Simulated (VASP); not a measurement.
Wanted: the native input for a VASP 6.6.1 run.

| Quantity | Value |
| --- | --- |
| Task | electric field gradients |
| Functional | PBEsol |
| Potentials or basis | VASP PAW PBE potentials, release 64 (Cu) |
| Cutoff | 520 eV |
| k mesh | 19 × 19 × 19 |
| Occupations | fermi-dirac, width 0.08 eV |
| Spin | no spin polarisation |
| Dipole correction | no |
| Further INCAR settings | ALGO = Normal; EDIFF = 1e-08; NBANDS = 12 |

The structure of Cu lies in POSCAR:

```
Cu
1.0
    0.0000000000      1.7706018915      1.7706018915
    1.7706018915      0.0000000000      1.7706018915
    1.7706018915      1.7706018915      0.0000000000
Cu
1
Direct
    0.0000000000      0.0000000000      0.0000000000
```

This cell differs from its parent crystal: volume scaled by 0.94.

These files were run (other wordings do the same):

INCAR

```
SYSTEM = Cu
ALGO     = Normal         ! electronic algorithm
EDIFF    = 1E-8           ! SCF threshold, eV
ENCUT    = 520            ! plane-wave cutoff, eV
GGA      = PS             ! functional
ISIF     = 2              ! what is computed and relaxed
ISMEAR   = -1             ! smearing method
LASPH    = .TRUE.         ! aspherical terms in the spheres
LCHARG   = .FALSE.        ! write CHGCAR
LEFG     = .TRUE.       
LREAL    = .FALSE.        ! projectors in reciprocal space
LWAVE    = .FALSE.        ! write WAVECAR
NBANDS   = 12             ! bands
NELM     = 60             ! most SCF steps
PREC     = Accurate       ! precision mode
SIGMA    = 0.08           ! smearing width, eV
```

KPOINTS

```
k-points
0
G
  19 19 19
  0 0 0
```

Potentials or basis: VASP PAW PBE potentials, release 64 (Cu).

Run with:

```bash
$ cat potpaw_PBE.64/Cu/POTCAR > POTCAR
$ mpirun -np 1 vasp_std > vasp.out
```

Results of the run:

```yaml
Pressure: 4.0 GPa
```

Caveat: without QUAD_EFG the Cq values of the log hold for a quadrupole moment of 1 mb, not for the nuclei; the PAW data sets were made with another functional, which shifts forces and pressure a little.

Wall time 40 s on 1 thread of Intel Xeon 8259CL, on a shared host, peak memory 0.14 GiB.
